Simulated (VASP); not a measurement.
# Na (Fm-3m) in VASP: notebook

Runs on Na. Level: LDA. Tasks: single point.

Everything below comes from runs of VASP 6.6.1. Logs are shortened: lines on timing, memory, paths and dates and some standing lists are left out, and cuts for length are marked.

### 1 The cell of the first run

It takes space group Fm-3m (No. 225, cubic). The conventional cell has a = 4.188 Å, b = 4.188 Å, c = 4.188 Å, α = 90.00°, β = 90.00°, γ = 90.00°. Na (site symmetry m-3m) has 12 Na at 2.96 Å within 3.9 Å.

### 2 Single point, LDA (volume scaled by 0.55)

The input, INCAR:

```
PREC     = Accurate       # precision mode
ENCUT    = 520            # plane-wave cutoff, eV
EDIFF    = 1E-7           # SCF threshold, eV
ISMEAR   = -1             # smearing method
SIGMA    = 0.05           # smearing width, eV
LREAL    = F              # projectors in reciprocal space
LASPH    = T              # aspherical terms in the spheres
NELM     = 60             # most SCF steps
ALGO     = Normal         # electronic algorithm
ISIF     = 2              # what is computed and relaxed
LWAVE    = F              # write WAVECAR
LCHARG   = F              # write CHGCAR
GGA      = CA             # functional
NBANDS   = 10             # bands
```

The input, KPOINTS:

```
regular mesh
0
Gamma
  13 13 13
```

The input, POSCAR:

```
Na
1.0
    0.0000000000      2.0941978919      2.0941978919
    2.0941978919      0.0000000000      2.0941978919
    2.0941978919      2.0941978919      0.0000000000
Na
1
Direct
    0.0000000000      0.0000000000      0.0000000000
```

Potentials or basis: VASP PAW LDA potentials, release 64 (Na_pv).

On the command line:

```bash
$ cat potpaw_LDA.64/Na_pv/POTCAR > POTCAR
$ mpirun -np 1 vasp_std > vasp.out
```

OUTCAR:

```text
PREC = Accurate
   ENCUT = 520
   EDIFF = 1E-7
   ISMEAR = -1
   LREAL = F
   LASPH = T
   NELM = 60
   ISIF = 2
   GGA = CA

 ion  position               nearest neighbor table
   1  0.000  0.000  0.000-

  LATTYP: Found a face centered cubic cell.
 ALAT       =     4.1883957838

  Lattice vectors:

 A1 = (   0.0000000000,   2.0941978919,   2.0941978919)
 A2 = (   2.0941978919,   0.0000000000,   2.0941978919)
 A3 = (   2.0941978919,   2.0941978919,   0.0000000000)

Analysis of symmetry for initial positions (statically):
=====================================================================
 Subroutine PRICEL returns:
 Original cell was already a primitive cell.

 Routine SETGRP: Setting up the symmetry group for a
 face centered cubic supercell.

 Subroutine GETGRP returns: Found 48 space group operations
 (whereof 48 operations were pure point group operations)
 out of a pool of 48 trial point group operations.

The static configuration has the point symmetry O_h .

Analysis of symmetry for dynamics (positions and initial velocities):
=====================================================================
 Subroutine PRICEL returns:
 Original cell was already a primitive cell.

 Routine SETGRP: Setting up the symmetry group for a
 face centered cubic supercell.

 Subroutine GETGRP returns: Found 48 space group operations
 (whereof 48 operations were pure point group operations)
 out of a pool of 48 trial point group operations.

The dynamic configuration has the point symmetry O_h .

 Subroutine INISYM returns: Found 48 space group operations
 (whereof 48 operations are pure point group operations),
 and found     1 'primitive' translations

----------------------------------------------------------------------------------------

                                     Primitive cell

  volume of cell :      18.3689

  direct lattice vectors                    reciprocal lattice vectors
     0.000000000  2.094197892  2.094197892    -0.238754896  0.238754896  0.238754896
     2.094197892  0.000000000  2.094197892     0.238754896 -0.238754896  0.238754896
     2.094197892  2.094197892  0.000000000     0.238754896  0.238754896 -0.238754896

  length of vectors
     2.961643061  2.961643061  2.961643061     0.413535611  0.413535611  0.413535611

  position of ions in fractional coordinates (direct lattice)
     0.000000000  0.000000000  0.000000000

  ion indices of the primitive-cell ions
   primitive index   ion index
                 1           1

----------------------------------------------------------------------------------------

 KPOINTS: regular mesh

Automatic generation of k-mesh.
 Grid dimensions read from file:
 generate k-points for:   13   13   13

 Generating k-lattice:

  Cartesian coordinates                     Fractional coordinates (reciprocal lattice)
    -0.018365761  0.018365761  0.018365761     0.076923077  0.000000000  0.000000000
     0.018365761 -0.018365761  0.018365761     0.000000000  0.076923077  0.000000000
     0.018365761  0.018365761 -0.018365761     0.000000000  0.000000000  0.076923077

  Length of vectors
     0.031810432  0.031810432  0.031810432

  Shift w.r.t. Gamma in fractional coordinates (k-lattice)
     0.000000000  0.000000000  0.000000000

 Subroutine IBZKPT returns following result:
 ===========================================

 Found     84 irreducible k-points:

 Following reciprocal coordinates:
            Coordinates               Weight
  0.000000  0.000000  0.000000      1.000000
  0.076923  0.000000  0.000000      8.000000
  0.153846  0.000000  0.000000      8.000000
  0.230769  0.000000  0.000000      8.000000
  0.307692  0.000000  0.000000      8.000000
  0.384615  0.000000  0.000000      8.000000
[... 16 lines left out ...]
  0.384615  0.153846  0.000000     24.000000
  0.461538  0.153846  0.000000     24.000000
 [... further k-points ...]
   k-points           NKPTS =     84   k-points in BZ     NKDIM =     84   number of bands    NBANDS=     10
   number of dos      NEDOS =    301   number of ions     NIONS =      1
   total plane-waves  NPLWV =  13824
   dimension x,y,z NGX =    24 NGY =   24 NGZ =   24
   dimension x,y,z NGXF=    48 NGYF=   48 NGZF=   48
   ions per type =               1
   NGX,Y,Z   is equivalent  to a cutoff of  13.47, 13.47, 13.47 a.u.
   NGXF,Y,Z  is equivalent  to a cutoff of  26.94, 26.94, 26.94 a.u.
 SYSTEM =  unknown system
   PREC   = accura    normal or accurate (medium, high low for compatibility)
   ISTART =      0    job   : 0-new  1-cont  2-samecut
   ICHARG =      2    charge: 1-file 2-atom 10-const
   ISPIN  =      1    spin polarized calculation?
   LNONCOLLINEAR =      F non collinear calculations
   LSORBIT =      F    spin-orbit coupling
   LASPH  =      T    aspherical Exc in radial PAW
   ENCUT  =  520.0 eV  38.22 Ry    6.18 a.u.   5.51  5.51  5.51*2*pi/ulx,y,z
   NELM   =     60;   NELMIN=  2; NELMDL= -5     # of ELM steps
   EDIFF  = 0.1E-06   stopping-criterion for ELM
   LREAL  =      F    real-space projection
   EDIFFG = 0.1E-05   stopping-criterion for IOM
   NSW    =      0    number of steps for IOM
   IBRION =     -1    ionic relax: 0-MD 1-quasi-New 2-CG
   NFREE  =      0    steps in history (QN), initial steepest desc. (CG)
   ISIF   =      2    stress and relaxation
   ISYM   =      2    0-nonsym 1-usesym 2-fastsym
   POTIM  = 0.5000    time-step for ionic-motion
   TEBEG  =    0.0;   TEEND  =   0.0 temperature during run
   PSTRESS=    0.0 pullay stress
   NELECT =       7.0000    total number of electrons
   NUPDOWN=      -1.0000    fix difference up-down
   EMIN   =  10.00;   EMAX   =-10.00  energy-range for DOS
   EFERMI =   0.00;   METHOD = LEGACY
   ISMEAR =    -1;   SIGMA  =   0.05  broadening in eV -4-tet -1-fermi 0-gaus
   EFERMI_NEDOS =   21; number of points for ismear=-14 and -15
   IALGO  =     38    algorithm
   IMIX   =      4    mixing-type and parameters
     AMIX     =   0.40;   BMIX     =  1.00
     AMIX_MAG =   1.60;   BMIX_MAG =  1.00
  volume/ion in A,a.u.               =      18.37       123.96
  Fermi-wavevector in a.u.,A,eV,Ry     =   1.186897  2.242911 19.166869  1.408725
  Thomas-Fermi vector in A             =   2.323060
   LORBIT       =      0    0 simple, 1 ext, 2 COOP (PROOUT), +10 PAW based schemes
   GGA     = CA    functional components
   LHFCALC =     F    Hartree Fock is set to
   AEXX    =    0.0000 exact exchange contribution
   IVDW    =     0    specifies the selected vdW correction
   LEPSILON=     F    determine dielectric tensor
   LRPA    =     F    only Hartree local field effects (RPA)
 non-spin polarized calculation
  energy-cutoff  :      520.00
  volume of cell :       18.37
 maximum number of plane-waves:       531
 NGX is ok and might be reduce to    24
   NGX = 11   NGY = 11   NGZ = 11

 number of electron       6.9999997 magnetization

 Free energy of the ion-electron system (eV)
  ---------------------------------------------------
  ext. energy  EPLUGINS =         0.00000000
  ---------------------------------------------------
  free energy    TOTEN  =        -0.96841543 eV

  energy without entropy =       -0.96495375  energy(sigma->0) =       -0.96668459

 E-fermi :   3.1940     XC(G=0):  -9.0728

 val. band max:        3.0393226905   @ k =   0.3846   0.3846   0.0000
 cond. band min:       3.2074881394   @ k =  -0.3077   0.2308   0.0769
 fundamental gap:      0.1681654489
 Fermi energy:         3.1939700215

 k-point     1 :       0.0000    0.0000    0.0000
  band No.  band energies     occupation
      1     -21.7111      2.00000
      2     -21.7111      2.00000
      3     -21.7111      2.00000
      4      -1.9785      2.00000
      5      18.9529      0.00000
      6      18.9529      0.00000
      7      18.9529      0.00000
      8      21.0615      0.00000
      9      23.4340      0.00000
     10      23.4340      0.00000

 k-point     2 :       0.0769    0.0000    0.0000
  band No.  band energies     occupation
      1     -21.7319      2.00000
      2     -21.7134      2.00000
      3     -21.7134      2.00000
      4      -1.8128      2.00000
      5      17.1002      0.00000
      6      18.8556      0.00000
      7      18.8556      0.00000
      8      21.8310      0.00000
      9      23.4076      0.00000
     10      23.4084      0.00000

 k-point     3 :       0.1538    0.0000    0.0000
  band No.  band energies     occupation
      1     -21.7892      2.00000
      2     -21.7199      2.00000
      3     -21.7199      2.00000
      4      -1.3228      2.00000
      5      14.4690      0.00000
      6      18.6000      0.00000
      7      18.6000      0.00000
      8      21.2155      0.00000
      9      23.1311      0.00000
     10      23.1311      0.00000

 k-point     4 :       0.2308    0.0000    0.0000
  band No.  band energies     occupation
      1     -21.8684      2.00000
      2     -21.7290      2.00000
      3     -21.7290      2.00000
      4      -0.5272      2.00000
      5      11.9046      0.00000
      6      18.2616      0.00000
      7      18.2616      0.00000
      8      20.4846      0.00000
      9      22.6067      0.00000
     10      22.6067      0.00000
[... 222 lines left out ...]
 k-point    22 :       0.3077    0.1538    0.0000
  band No.  band energies     occupation
      1     -21.9053      2.00000
      2     -21.7589      2.00000
      3     -21.7576      2.00000
      4       0.3449      2.00000
      5      11.3934      0.00000
      6      15.3537      0.00000
      7      16.3911      0.00000
      8      18.4327      0.00000
      9      23.8389      0.00000
     10      25.6490      0.00000

 k-point    23 :       0.3846    0.1538    0.0000
  band No.  band energies     occupation
      1     -21.9686      2.00000
      2     -21.7732      2.00000
      3     -21.7664      2.00000
      4       1.4826      2.00000
      5       9.1492      0.00000
      6      14.5472      0.00000
      7      16.2550      0.00000
      8      18.5983      0.00000
      9      24.6396      0.00000
     10      24.8081      0.00000

 k-point    24 :       0.4615    0.1538    0.0000
  band No.  band energies     occupation
      1     -22.0140      2.00000
      2     -21.7892      2.00000
      3     -21.7689      2.00000
      4       2.8475      1.99805
      5       7.0898      0.00000
      6      13.9215      0.00000
      7      16.3045      0.00000
      8      18.7532      0.00000
      9      24.0584      0.00000
     10      24.6209      0.00000

 [... further k-points ...]
[... 5 lines left out ...]
  --------------------------------------------------------------------------------------
  -------------------------------------------------------------------------------------
  Total        1.9328551      1.9328551      1.9328551     -0.0000000     -0.0000000      0.0000000
  in kB      168.5880287    168.5880287    168.5880287     -0.0000000     -0.0000000      0.0000000
  external PRESSURE =     168.5880287 kB  Pullay stress =       0.0000000 kB

 VOLUME and BASIS-vectors are now :
 -----------------------------------------------------------------------------
  energy-cutoff  :      520.00
  volume of cell :       18.37
      direct lattice vectors                 reciprocal lattice vectors
     0.000000000  2.094197892  2.094197892    -0.238754896  0.238754896  0.238754896
     2.094197892  0.000000000  2.094197892     0.238754896 -0.238754896  0.238754896
     2.094197892  2.094197892  0.000000000     0.238754896  0.238754896 -0.238754896

 POSITION                                       TOTAL-FORCE (eV/Angst)
 -----------------------------------------------------------------------------------
      0.00000      0.00000      0.00000         0.000000      0.000000     -0.000000
 -----------------------------------------------------------------------------------
    total drift:                               -0.000000      0.000000      0.000000

  FREE ENERGIE OF THE ION-ELECTRON SYSTEM (eV)
  ---------------------------------------------------
  free  energy   TOTEN  =        -0.9684154336 eV

  energy  without entropy=       -0.9649537549  energy(sigma->0) =       -0.96668459
```

It took 6 s on 1 thread of Intel Xeon 6975P-C (Granite Rapids), shared host; peak memory 0.12 GiB.

What came out:

```
Free energy : -0.9684 eV
Pressure    : 16.9 GPa
```

### 3 Single point, LDA (volume scaled by 0.55)

The input, INCAR:

```
SYSTEM = Na
PREC     = Accurate       ! precision mode
ENCUT    = 520            ! plane-wave cutoff, eV
EDIFF    = 1E-6           ! SCF threshold, eV
ISMEAR   = -1             ! smearing method
SIGMA    = 0.05           ! smearing width, eV
LREAL    = .False.        ! projectors in reciprocal space
LASPH    = .True.         ! aspherical terms in the spheres
NELM     = 100            ! most SCF steps
ALGO     = Normal         ! electronic algorithm
ISIF     = 2              ! what is computed and relaxed
LWAVE    = .False.        ! write WAVECAR
LCHARG   = .True.         ! write CHGCAR
GGA      = CA             ! functional
LELF     = .True.         ! ELF
LVHAR    = .True.       
NBANDS   = 10             ! bands
```

The input, KPOINTS:

```
regular mesh
0
Gamma
  13 13 13
  0 0 0
```

POSCAR is that of step 2.

Potentials or basis: VASP PAW LDA potentials, release 64 (Na_pv).

On the command line:

```bash
$ cat potpaw_LDA.64/Na_pv/POTCAR > POTCAR
$ mpirun -np 1 vasp_std > vasp.out
```

Run time: 4.9 s. Hardware: 1 thread of Intel Xeon 6975P-C (Granite Rapids), shared host; peak memory 0.12 GiB.

Results (log left out):

* Free energy: -0.9684 eV
* Pressure: 16.7 GPa

Levels at points of the mesh, in eV from the Fermi level:
| k point | band 1 | band 2 | band 3 | band 4 | band 5 | band 6 | band 7 | band 8 | band 9 |
| --- | --- | --- | --- | --- | --- | --- | --- | --- | --- |
| (0.00, 0.00, 0.00) | -24.90 | -24.90 | -24.90 | -5.17 | 15.76 | 15.76 | 15.76 | 17.87 | 20.24 |

### 4 Single point, LDA (volume scaled by 0.65)

The input, INCAR:

```
SYSTEM = Na
ALGO     = Normal         ! electronic algorithm
EDIFF    = 1E-6           ! SCF threshold, eV
ENCUT    = 520            ! plane-wave cutoff, eV
ISIF     = 2              ! what is computed and relaxed
ISMEAR   = -1             ! smearing method
LASPH    = .True.         ! aspherical terms in the spheres
LCHARG   = .True.         ! write CHGCAR
LELF     = .True.         ! ELF
LREAL    = .False.        ! projectors in reciprocal space
LVHAR    = .True.       
LWAVE    = .False.        ! write WAVECAR
NBANDS   = 10             ! bands
NELM     = 60             ! most SCF steps
PREC     = Accurate       ! precision mode
SIGMA    = 0.05           ! smearing width, eV
```

The input, KPOINTS:

```
k-points
0
Gamma
  13 13 13
  0 0 0
```

The input, POSCAR:

```
Na
1.0
    0.0000000000      2.2141206061      2.2141206061
    2.2141206061      0.0000000000      2.2141206061
    2.2141206061      2.2141206061      0.0000000000
Na
1
Direct
    0.0000000000      0.0000000000      0.0000000000
```

On the command line:

```bash
$ cat potpaw_LDA.64/Na_pv/POTCAR > POTCAR
$ mpirun -np 1 vasp_std > vasp.out
```

It took 4.1 s on 1 thread of Intel Xeon 6975P-C (Granite Rapids), shared host; peak memory 0.12 GiB.

Results (log left out):

| Item | Value |
| --- | --- |
| Free energy | -1.2271 eV |
| Pressure | 8.7 GPa |

Levels at points of the mesh, in eV from the Fermi level:
| k point | band 2 | band 3 | band 4 | band 5 | band 6 | band 7 |
| --- | --- | --- | --- | --- | --- | --- |
| (0.00, 0.00, 0.00) | -24.80 | -24.80 | -4.65 | 14.54 | 14.54 | 14.54 |

### 5 Single point, LDA (volume scaled by 0.65)

The input, INCAR:

```
PREC = Accurate
ENCUT = 520
EDIFF = 1E-6
ISMEAR = -1
SIGMA = 0.05
LREAL = F
LASPH = T
NELM = 80
ALGO = Normal
ISIF = 2
LWAVE = F
LCHARG = F
GGA = CA
NBANDS = 10
```

The input, KPOINTS:

```
regular mesh
0
Gamma
  13 13 13
```

POSCAR is that of step 4.

On the command line:

```bash
$ cat potpaw_LDA.64/Na_pv/POTCAR > POTCAR
$ mpirun -np 1 vasp_std > vasp.out
```

Run time: 4.8 s. Hardware: 1 thread of Intel Xeon 6975P-C (Granite Rapids), shared host; peak memory 0.12 GiB.

Results (log left out):

* Free energy: -1.2271 eV
* Pressure: 8.7 GPa

Levels at points of the mesh, in eV from the Fermi level:
```tsv
k point	band 1	band 2	band 3	band 4	band 5	band 6	band 7	band 8
(0.00, 0.00, 0.00)	-24.80	-24.80	-24.80	-4.65	14.54	14.54	14.54	16.40
```

### 6 Single point, LDA (volume scaled by 0.65)

The input, INCAR:

```
SYSTEM = Na
PREC = Accurate
ENCUT = 520
EDIFF = 1E-7
ISMEAR = -1
SIGMA = 0.05
LREAL = .False.
LASPH = .True.
NELM = 80
ALGO = Normal
ISIF = 2
LWAVE = .False.
LCHARG = .True.
GGA = CA
LELF = .True.
LVHAR = .True.
NBANDS = 10
```

The input, KPOINTS:

```
regular mesh
0
Gamma
  13 13 13
  0 0 0
```

POSCAR is that of step 5.

Potentials or basis: VASP PAW LDA potentials, release 64 (Na_pv).

On the command line:

```bash
$ cat potpaw_LDA.64/Na_pv/POTCAR > POTCAR
$ mpirun -np 1 vasp_std > vasp.out
```

Run time: 4.8 s. Hardware: 1 thread of Intel Xeon 6975P-C (Granite Rapids), shared host; peak memory 0.12 GiB.

Results (log left out):

```
Free energy : -1.2271 eV
Pressure    : 8.8 GPa
```

Levels at points of the mesh, in eV from the Fermi level:
```tsv
k point	band 1	band 2	band 3	band 4	band 5	band 6	band 7	band 8
(0.00, 0.00, 0.00)	-24.80	-24.80	-24.80	-4.65	14.54	14.54	14.54	16.40
```
